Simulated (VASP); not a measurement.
# Mo (Im-3m) in VASP: further runs

Mo is run at these levels: LDA; tasks: single point.

Everything below comes from runs of VASP 6.6.1. Logs are shortened: lines on timing, memory, paths and dates and some standing lists are left out, and cuts for length are marked.

### Step 1. The cell of the first run

Symmetry: Im-3m, No. 229, cubic system. Conventional cell: a = 3.113 Å, b = 3.113 Å, c = 3.113 Å, α = 90.00°, β = 90.00°, γ = 90.00°. Within 3.6 Å of Mo (site symmetry m-3m) lie 14 Mo at 2.70 to 3.11 Å.

### Step 2. Single point, LDA

Input file INCAR:

```
SYSTEM = Mo
PREC = Accurate
ENCUT = 520
EDIFF = 1E-7
ISMEAR = 0
SIGMA = 0.01
LREAL = .False.
LASPH = .True.
NELM = 60
ALGO = Normal
ISIF = 2
LWAVE = .False.
LCHARG = .True.
GGA = CA
LELF = .True.
LVHAR = .True.
NBANDS = 13
```

Input file KPOINTS:

```
Automatic mesh
0
Gamma
  14 14 14
  0 0 0
```

Input file POSCAR:

```
Mo
1.0
   -1.5565618036      1.5565618036      1.5565618036
    1.5565618036     -1.5565618036      1.5565618036
    1.5565618036      1.5565618036     -1.5565618036
Mo
1
Direct
    0.0000000000      0.0000000000      0.0000000000
```

Potentials or basis: VASP PAW LDA potentials, release 64 (Mo_sv).

Launch:

```bash
> cat potpaw_LDA.64/Mo_sv/POTCAR > POTCAR
> mpirun -np 1 vasp_std > vasp.out
```

OUTCAR:

```text
SYSTEM = Mo
   PREC = Accurate
   ENCUT = 520
   EDIFF = 1E-7
   ISMEAR = 0
   LREAL = .False.
   LASPH = .True.
   NELM = 60
   ISIF = 2
   GGA = CA

 ion  position               nearest neighbor table
   1  0.000  0.000  0.000-

  LATTYP: Found a body centered cubic cell.
 ALAT       =     3.1131236072

  Lattice vectors:

 A1 = (  -1.5565618036,   1.5565618036,   1.5565618036)
 A2 = (   1.5565618036,  -1.5565618036,   1.5565618036)
 A3 = (   1.5565618036,   1.5565618036,  -1.5565618036)

Analysis of symmetry for initial positions (statically):
=====================================================================
 Subroutine PRICEL returns:
 Original cell was already a primitive cell.

 Routine SETGRP: Setting up the symmetry group for a
 body centered cubic supercell.

 Subroutine GETGRP returns: Found 48 space group operations
[... 9 lines left out ...]

 Routine SETGRP: Setting up the symmetry group for a
 body centered cubic supercell.

 Subroutine GETGRP returns: Found 48 space group operations
[... 11 lines left out ...]
                                     Primitive cell

  volume of cell :      15.0855

  direct lattice vectors                    reciprocal lattice vectors
    -1.556561804  1.556561804  1.556561804     0.000000000  0.321220782  0.321220782
     1.556561804 -1.556561804  1.556561804     0.321220782  0.000000000  0.321220782
     1.556561804  1.556561804 -1.556561804     0.321220782  0.321220782  0.000000000

  length of vectors
     2.696044129  2.696044129  2.696044129     0.454274787  0.454274787  0.454274787

  position of ions in fractional coordinates (direct lattice)
     0.000000000  0.000000000  0.000000000

  ion indices of the primitive-cell ions
   primitive index   ion index
                 1           1

----------------------------------------------------------------------------------------

 KPOINTS: Automatic mesh

Automatic generation of k-mesh.
 Grid dimensions read from file:
 generate k-points for:   14   14   14

 Generating k-lattice:

  Cartesian coordinates                     Fractional coordinates (reciprocal lattice)
     0.000000000  0.022944342  0.022944342     0.071428571  0.000000000  0.000000000
     0.022944342  0.000000000  0.022944342     0.000000000  0.071428571  0.000000000
     0.022944342  0.022944342  0.000000000     0.000000000  0.000000000  0.071428571

  Length of vectors
     0.032448199  0.032448199  0.032448199

  Shift w.r.t. Gamma in fractional coordinates (k-lattice)
     0.000000000  0.000000000  0.000000000

 Subroutine IBZKPT returns following result:
 ===========================================

 Found    104 irreducible k-points:

 Following reciprocal coordinates:
            Coordinates               Weight
  0.000000  0.000000  0.000000      1.000000
  0.071429  0.000000  0.000000     12.000000
  0.142857  0.000000  0.000000     12.000000
  0.214286  0.000000  0.000000     12.000000
  0.285714  0.000000  0.000000     12.000000
  0.357143  0.000000  0.000000     12.000000
[... 16 lines left out ...]
  0.285714  0.285714  0.000000     24.000000
  0.357143  0.285714  0.000000     24.000000
 [... further k-points ...]
   k-points           NKPTS =    104   k-points in BZ     NKDIM =    104   number of bands    NBANDS=     13
   number of dos      NEDOS =    301   number of ions     NIONS =      1
   total plane-waves  NPLWV =   8000
   dimension x,y,z NGX =    20 NGY =   20 NGZ =   20
   dimension x,y,z NGXF=    40 NGYF=   40 NGZF=   40
   ions per type =               1
   NGX,Y,Z   is equivalent  to a cutoff of  12.33, 12.33, 12.33 a.u.
   NGXF,Y,Z  is equivalent  to a cutoff of  24.67, 24.67, 24.67 a.u.
 SYSTEM =  Mo
   PREC   = accura    normal or accurate (medium, high low for compatibility)
   ISTART =      0    job   : 0-new  1-cont  2-samecut
   ICHARG =      2    charge: 1-file 2-atom 10-const
   ISPIN  =      1    spin polarized calculation?
   LNONCOLLINEAR =      F non collinear calculations
   LSORBIT =      F    spin-orbit coupling
   LASPH  =      T    aspherical Exc in radial PAW
   ENCUT  =  520.0 eV  38.22 Ry    6.18 a.u.   5.01  5.01  5.01*2*pi/ulx,y,z
   NELM   =     60;   NELMIN=  2; NELMDL= -5     # of ELM steps
   EDIFF  = 0.1E-06   stopping-criterion for ELM
   LREAL  =      F    real-space projection
   EDIFFG = 0.1E-05   stopping-criterion for IOM
   NSW    =      0    number of steps for IOM
   IBRION =     -1    ionic relax: 0-MD 1-quasi-New 2-CG
   NFREE  =      0    steps in history (QN), initial steepest desc. (CG)
   ISIF   =      2    stress and relaxation
   ISYM   =      2    0-nonsym 1-usesym 2-fastsym
   POTIM  = 0.5000    time-step for ionic-motion
   TEBEG  =    0.0;   TEEND  =   0.0 temperature during run
   PSTRESS=    0.0 pullay stress
   NELECT =      14.0000    total number of electrons
   NUPDOWN=      -1.0000    fix difference up-down
   EMIN   =  10.00;   EMAX   =-10.00  energy-range for DOS
   EFERMI =   0.00;   METHOD = LEGACY
   ISMEAR =     0;   SIGMA  =   0.01  broadening in eV -4-tet -1-fermi 0-gaus
   EFERMI_NEDOS =   21; number of points for ismear=-14 and -15
   IALGO  =     38    algorithm
   IMIX   =      4    mixing-type and parameters
     AMIX     =   0.40;   BMIX     =  1.00
     AMIX_MAG =   1.60;   BMIX_MAG =  1.00
  volume/ion in A,a.u.               =      15.09       101.80
  Fermi-wavevector in a.u.,A,eV,Ry     =   1.596851  3.017611 34.693959  2.549934
  Thomas-Fermi vector in A             =   2.694549
   LORBIT       =      0    0 simple, 1 ext, 2 COOP (PROOUT), +10 PAW based schemes
   GGA     = CA    functional components
   LHFCALC =     F    Hartree Fock is set to
   AEXX    =    0.0000 exact exchange contribution
   IVDW    =     0    specifies the selected vdW correction
   LEPSILON=     F    determine dielectric tensor
   LRPA    =     F    only Hartree local field effects (RPA)
 non-spin polarized calculation
 Gauss-broadening in eV      SIGMA  =   0.01
  energy-cutoff  :      520.00
  volume of cell :       15.09
 maximum number of plane-waves:       420
   NGX =  9   NGY =  9   NGZ =  9

 number of electron      13.9999996 magnetization

 Free energy of the ion-electron system (eV)
  ---------------------------------------------------
  ext. energy  EPLUGINS =         0.00000000
  ---------------------------------------------------
  free energy    TOTEN  =       -12.11283430 eV

  energy without entropy =      -12.11274504  energy(sigma->0) =      -12.11278967

 E-fermi :  13.1001     XC(G=0): -13.8056

 val. band max:       13.0899590759   @ k =  -0.1429   0.2143   0.0714
 cond. band min:      13.1055158374   @ k =  -0.3571   0.3571   0.2857
 fundamental gap:      0.0155567615
 Fermi energy:        13.1000555948

 k-point     1 :       0.0000    0.0000    0.0000
  band No.  band energies     occupation
      1     -47.9107      2.00000
      2     -21.2623      2.00000
      3     -21.2623      2.00000
      4     -21.2623      2.00000
      5       5.7116      2.00000
      6      11.5936      2.00000
      7      11.5936      2.00000
      8      11.5936      2.00000
      9      14.7339      0.00000
     10      14.7339      0.00000
     11      27.9268      0.00000
     12      27.9268      0.00000
     13      27.9268      0.00000

 k-point     2 :       0.0714    0.0000    0.0000
  band No.  band energies     occupation
      1     -47.8957      2.00000
      2     -21.3470      2.00000
      3     -21.2882      2.00000
      4     -21.2630      2.00000
      5       5.9467      2.00000
      6      11.4595      2.00000
      7      11.5706      2.00000
      8      11.8166      2.00000
      9      14.5382      0.00000
     10      14.7371      0.00000
     11      28.1058      0.00000
     12      28.3240      0.00000
     13      28.4092      0.00000

 k-point     3 :       0.1429    0.0000    0.0000
  band No.  band energies     occupation
      1     -47.8531      2.00000
      2     -21.5804      2.00000
      3     -21.3603      2.00000
      4     -21.2650      2.00000
      5       6.5873      2.00000
      6      11.1053      2.00000
      7      11.4631      2.00000
      8      12.4706      2.00000
      9      14.1990      0.00000
     10      14.7615      0.00000
     11      28.4603      0.00000
     12      29.4616      0.00000
     13      29.4638      0.00000

 k-point     4 :       0.2143    0.0000    0.0000
  band No.  band energies     occupation
      1     -47.7911      2.00000
      2     -21.9084      2.00000
      3     -21.4628      2.00000
      4     -21.2680      2.00000
      5       7.3906      2.00000
      6      10.6396      2.00000
      7      11.3459      2.00000
      8      13.5077      0.00000
      9      14.1101      0.00000
     10      14.8379      0.00000
     11      28.3874      0.00000
     12      29.9676      0.00000
     13      31.2092      0.00000

 k-point     5 :       0.2857    0.0000    0.0000
  band No.  band energies     occupation
      1     -47.7214      2.00000
      2     -22.2608      2.00000
      3     -21.5746      2.00000
      4     -21.2714      2.00000
      5       7.8620      2.00000
      6      10.1732      2.00000
      7      11.7237      2.00000
      8      14.3252      0.00000
      9      14.8367      0.00000
     10      14.9846      0.00000
     11      27.4868      0.00000
     12      29.0305      0.00000
     13      33.4073      0.00000

 k-point     6 :       0.3571    0.0000    0.0000
  band No.  band energies     occupation
      1     -47.6580      2.00000
      2     -22.5688      2.00000
      3     -21.6736      2.00000
      4     -21.2746      2.00000
      5       7.7982      2.00000
      6       9.7891      2.00000
      7      12.8271      2.00000
      8      14.6656      0.00000
      9      15.1827      0.00000
     10      16.2891      0.00000
     11      26.3099      0.00000
     12      27.3628      0.00000
     13      33.6682      0.00000

 k-point     7 :       0.4286    0.0000    0.0000
  band No.  band energies     occupation
      1     -47.6136      2.00000
      2     -22.7773      2.00000
      3     -21.7412      2.00000
      4     -21.2768      2.00000
      5       7.5854      2.00000
      6       9.5400      2.00000
      7      14.0779      0.00000
      8      14.9233      0.00000
      9      15.3657      0.00000
     10      17.5418      0.00000
     11      25.4167      0.00000
     12      25.8615      0.00000
     13      31.5682      0.00000
[... 193 lines left out ...]
 k-point    20 :       0.2143    0.2143    0.0000
  band No.  band energies     occupation
      1     -47.6416      2.00000
      2     -22.4789      2.00000
      3     -21.7632      2.00000
      4     -21.4034      2.00000
      5       8.8064      2.00000
      6      10.0284      2.00000
      7      11.0236      2.00000
      8      14.0738      0.00000
      9      15.5412      0.00000
     10      17.7269      0.00000
     11      26.8207      0.00000
     12      28.4569      0.00000
     13      31.2076      0.00000

 k-point    21 :       0.2857    0.2143    0.0000
  band No.  band energies     occupation
      1     -47.5981      2.00000
      2     -22.5840      2.00000
      3     -21.9212      2.00000
      4     -21.4253      2.00000
      5       8.7780      2.00000
      6       9.9092      2.00000
      7      11.4994      2.00000
      8      14.4076      0.00000
      9      15.6514      0.00000
     10      19.5483      0.00000
     11      25.4561      0.00000
     12      27.2775      0.00000
     13      30.1371      0.00000

 k-point    22 :       0.3571    0.2143   -0.0000
  band No.  band energies     occupation
      1     -47.5739      2.00000
      2     -22.6297      2.00000
      3     -22.0237      2.00000
      4     -21.4345      2.00000
      5       8.6587      2.00000
      6       9.8787      2.00000
      7      11.8606      2.00000
      8      14.6546      0.00000
      9      15.8131      0.00000
     10      20.9795      0.00000
     11      24.2433      0.00000
     12      26.2925      0.00000
     13      29.8252      0.00000

 k-point    23 :       0.2857    0.2857    0.0000
  band No.  band energies     occupation
      1     -47.5705      2.00000
      2     -22.5427      2.00000
      3     -22.1219      2.00000
      4     -21.4530      2.00000
      5       8.9640      2.00000
      6      10.0927      2.00000
      7      11.2622      2.00000
      8      14.7490      0.00000
      9      15.6110      0.00000
     10      21.5248      0.00000
     11      24.2393      0.00000
     12      26.0331      0.00000
     13      30.3145      0.00000

 k-point    24 :       0.3571    0.2857    0.0000
  band No.  band energies     occupation
      1     -47.5605      2.00000
      2     -22.4833      2.00000
      3     -22.2401      2.00000
      4     -21.4613      2.00000
      5       8.9916      2.00000
      6      10.2783      2.00000
      7      11.0869      2.00000
      8      15.0023      0.00000
      9      15.5288      0.00000
     10      22.8682      0.00000
     11      23.5591      0.00000
     12      25.0171      0.00000
     13      30.6851      0.00000

 [... further k-points ...]
[... 5 lines left out ...]
  --------------------------------------------------------------------------------------
  -------------------------------------------------------------------------------------
  Total        0.1256398      0.1256398      0.1256398      0.0000000      0.0000000      0.0000000
  in kB       13.3437791     13.3437791     13.3437791      0.0000000      0.0000000      0.0000000
  external PRESSURE =      13.3437791 kB  Pullay stress =       0.0000000 kB

 VOLUME and BASIS-vectors are now :
 -----------------------------------------------------------------------------
  energy-cutoff  :      520.00
  volume of cell :       15.09
      direct lattice vectors                 reciprocal lattice vectors
    -1.556561804  1.556561804  1.556561804     0.000000000  0.321220782  0.321220782
     1.556561804 -1.556561804  1.556561804     0.321220782  0.000000000  0.321220782
     1.556561804  1.556561804 -1.556561804     0.321220782  0.321220782  0.000000000

 POSITION                                       TOTAL-FORCE (eV/Angst)
 -----------------------------------------------------------------------------------
      0.00000      0.00000      0.00000         0.000000      0.000000     -0.000000
 -----------------------------------------------------------------------------------
    total drift:                                0.000000     -0.000000      0.000000

  FREE ENERGIE OF THE ION-ELECTRON SYSTEM (eV)
  ---------------------------------------------------
  free  energy   TOTEN  =       -12.1128342976 eV

  energy  without entropy=      -12.1127450388  energy(sigma->0) =      -12.11278967
```

Wall time 26 s (1 thread of AMD EPYC 7R13, shared host); peak memory 0.1 GiB.

What came out:

| Quantity | Value |
| --- | --- |
| Free energy | -12.1128 eV |
| Pressure | 1.3 GPa |
| Band gap on the k mesh | zero (band 7 reaches 17.25 eV, above the bottom of band 8 at 11.59 eV) |

Levels at points of the mesh, in eV from the Fermi level:
```
           k point  band 3  band 4  band 5  band 6  band 7  band 8  band 9  band 10  band 11  band 12
(0.00, 0.00, 0.00)  -34.36  -34.36   -7.39   -1.51   -1.51   -1.51    1.63     1.63    14.83    14.83
(0.50, 0.00, 0.00)  -34.87  -34.38   -5.61   -3.65    1.69    1.77    2.34     4.97    11.99    12.13
(0.50, 0.50, 0.50)  -35.45  -35.45   -5.80   -5.80    4.15    4.15    4.15     9.28     9.28     9.28
```

### Step 3. Single point, LDA

Input file INCAR:

```
  PREC = Accurate
  ENCUT = 520
  EDIFF = 1E-6
  ISMEAR = 0
  SIGMA = 0.03
  LREAL = False
  LASPH = True
  NELM = 100
  ALGO = Normal
  ISIF = 2
  LWAVE = False
  LCHARG = False
  GGA = CA
  NBANDS = 13
```

Input file KPOINTS:

```
regular mesh
0
Gamma
  14 14 14
```

POSCAR is that of step 2.

Potentials or basis: VASP PAW LDA potentials, release 64 (Mo_sv).

Launch:

```bash
> cat potpaw_LDA.64/Mo_sv/POTCAR > POTCAR
> mpirun -np 1 vasp_std > vasp.out
```

It took 23 s on 1 thread of AMD EPYC 7R13, shared host; peak memory 0.1 GiB.

It converged, with:

```yaml
Free_energy: -12.1131 eV
Pressure: 1.4 GPa
Band_gap_on_the_k_mesh: zero (band 7 reaches 17.25 eV, above the bottom of band 8 at 11.59 eV)
```

Levels at points of the mesh, in eV from the Fermi level:
| k point | band 3 | band 4 | band 5 | band 6 | band 7 | band 8 | band 9 | band 10 | band 11 | band 12 |
| --- | --- | --- | --- | --- | --- | --- | --- | --- | --- | --- |
| (0.00, 0.00, 0.00) | -34.36 | -34.36 | -7.39 | -1.50 | -1.50 | -1.50 | 1.64 | 1.64 | 14.83 | 14.83 |
| (0.50, 0.00, 0.00) | -34.86 | -34.37 | -5.60 | -3.64 | 1.69 | 1.77 | 2.35 | 4.97 | 11.99 | 12.14 |
| (0.50, 0.50, 0.50) | -35.45 | -35.45 | -5.79 | -5.79 | 4.16 | 4.16 | 4.16 | 9.29 | 9.29 | 9.29 |

### Step 4. Single point, LDA

Input file INCAR:

```
SYSTEM = Mo
ALGO = Normal ; EDIFF = 1E-7
ENCUT = 520 ; ISIF = 2
ISMEAR = 0 ; LASPH = .True.
LCHARG = .False. ; LREAL = .False.
LWAVE = .False. ; NBANDS = 13
NELM = 80 ; PREC = Accurate
SIGMA = 0.1
```

Input file KPOINTS:

```
k-points
0
Gamma
  14 14 14
  0 0 0
```

POSCAR is that of step 3.

Launch:

```bash
> cat potpaw_LDA.64/Mo_sv/POTCAR > POTCAR
> mpirun -np 1 vasp_std > vasp.out
```

Wall time 22 s (1 thread of AMD EPYC 7R13, shared host); peak memory 0.1 GiB.

The run converged. Its results:

* Free energy: -12.1163 eV
* Pressure: 1.4 GPa
* Band gap on the k mesh: zero (band 7 reaches 17.25 eV, above the bottom of band 8 at 11.60 eV)

Levels at points of the mesh, in eV from the Fermi level:
```csv
k point,band 5,band 6,band 7,band 8,band 9,band 10
"(0.00, 0.00, 0.00)",-7.38,-1.50,-1.50,-1.50,1.64,1.64
"(0.50, 0.00, 0.00)",-5.60,-3.64,1.70,1.78,2.35,4.98
"(0.50, 0.50, 0.50)",-5.79,-5.79,4.16,4.16,4.16,9.29
```

### Step 5. The runs side by side

```csv
smearing,gap on the mesh (eV),pressure (GPa)
gaussian 0.01 eV,none,1.3
gaussian 0.03 eV,none,1.4
gaussian 0.1 eV,none,1.4
```

Alike in all rows: task single point; level LDA; potentials or basis VASP PAW LDA potentials, release 64 (Mo_sv); no spin polarisation; cell as given; k mesh 14 × 14 × 14; cutoff (eV) 520.

Every run on the cell as given and a fine mesh finds a metal.

Total energies depend on the potentials used, so only differences within one code and one set of settings carry meaning.
